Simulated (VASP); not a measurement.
The system is PtSe2.

```
Pt Se
1.0
     3.72400    0.00000    0.00000
    -1.86200    3.22508    0.00000
     0.00000    0.00000    5.06200
Pt Se
1 2
Direct
  0.00000 0.00000 0.00000
  0.66667 0.33333 0.75000
  0.33333 0.66667 0.25000
```

Base run:

| Property | Result |
| --- | --- |
| Program | VASP 6.6.1 |
| Functional | r2SCANh |
| Potentials or basis | VASP PAW PBE potentials, release 64 (Pt, Se) |
| Cutoff | 520 eV |
| k mesh | 5 × 5 × 3 |
| Occupations | fermi-dirac, width 0.05 eV |
| Spin | no spin polarisation |

Its results: band gap on the k mesh 0.32 eV (least direct gap 1.42 eV); pressure 3.4 GPa; largest force 0.142 eV/Å.

Task: The run is repeated on the same cell with these changes: functional from r2SCANh to PBE-based screened hybrid with 10 % exact exchange. What comes out?

Result: Band gap on the k mesh zero (bands 11 and 12 overlap by 0.04 eV); pressure 5.3 GPa; largest force 0.343 eV/Å.

Caveats: some runs use coarse meshes; the PAW data sets were made with another functional, which shifts forces and pressure a little; spin-orbit coupling is left out, which moves the levels of the heavy elements; the cell stands under pressure (at least some runs).

A k mesh can miss the band edges.
